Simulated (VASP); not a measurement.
A run of VASP 6.6.1 is set up as follows.

File INCAR:

```
SYSTEM = BAs
PREC = Accurate
ENCUT = 520
EDIFF = 1E-6
ISMEAR = 0
SIGMA = 0.05
LREAL = .FALSE.
LASPH = .TRUE.
NELM = 150
ALGO = Normal
ISIF = 2
LWAVE = .FALSE.
LCHARG = .FALSE.
ISPIN = 2
MAGMOM = 0.5 0.5
LORBIT = 11
GGA = PE
NBANDS = 15
```

File KPOINTS:

```
regular mesh
0
G
  1 1 32
  0 0 0
```

File POSCAR:

```
BAs
1.0
   10.7000000000      0.0000000000      0.0000000000
    0.0000000000      9.3000000000      0.0000000000
    0.0000000000      0.0000000000      1.9864962175
B As
1 1
Direct
    0.4211846854      0.5000000000      0.0000000000
    0.5788153146      0.5000000000      0.5000000000
```

Potentials or basis: VASP PAW PBE potentials, release 64 (B, As).

The run is started by

```bash
$ cat potpaw_PBE.64/B/POTCAR potpaw_PBE.64/As/POTCAR > POTCAR
$ mpirun -np 1 vasp_std > vasp.out
```

Question: What does it give for the net moment?

Answer: 0.00 μB per cell.

Question: Predict the largest force.

Answer: 3.927 eV/Å.

Question: What does it give for the band gap on the k mesh?

Answer: Zero (filled and empty bands overlap).

Forces on the atoms (eV/Å):
```
B   -3.927  0.000  0.000
As   3.927  0.000  0.000
```
